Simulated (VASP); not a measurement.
A run of VASP 6.6.1 is set up as follows.

File INCAR:

```
PREC = Accurate
ENCUT = 910
EDIFF = 1E-6
ISMEAR = 0
SIGMA = 0.05
LREAL = False
LASPH = True
NELM = 120
ALGO = Normal
ISIF = 2
LWAVE = False
LCHARG = False
GGA = CA
NBANDS = 28
GGA_COMPAT = False
```

KPOINTS

```
Automatic mesh
0
Gamma
  6 6 6
```

File POSCAR:

```
BaZrO3
1.0
    3.9193442992      0.0000000000      0.0000000000
    0.0000000000      4.1474542849      0.0000000000
    0.0000000000      0.0000000000      4.1474542849
Ba Zr O
1 1 3
Direct
    0.5000000000      0.5000000000      0.5000000000
    0.0000000000      0.0000000000      0.0000000000
    0.5000000000      0.0000000000      0.0000000000
    0.0000000000      0.5000000000      0.0000000000
    0.0000000000      0.0000000000      0.5000000000
```

Potentials or basis: VASP PAW LDA potentials, release 64 (Ba_sv, Zr_sv, O_h).

Run with:

```bash
$ cat potpaw_LDA.64/Ba_sv/POTCAR potpaw_LDA.64/Zr_sv/POTCAR potpaw_LDA.64/O_h/POTCAR > POTCAR
$ mpirun -np 1 vasp_std > vasp.out
```

Q: Estimate the band gap on the k mesh.

A: 2.94 eV.

Q: Predict the pressure.

A: 13.8 GPa.

Stress tensor (GPa, compression positive):
```
27.61  0.00  0.00
 0.00  6.94  0.00
 0.00  0.00  6.94
```

Caveat: the cell differs from its parent crystal (normal strain along x -0.0550, normal strain along y +0.0000); the cutoff is under 1.25 times the usual one of these potentials, so pressure, stress and relaxed cells hold a basis-set (Pulay) error; the cell stands under pressure; spin-orbit coupling is left out, which moves the levels of the heavy elements. A k mesh can miss the band edges.
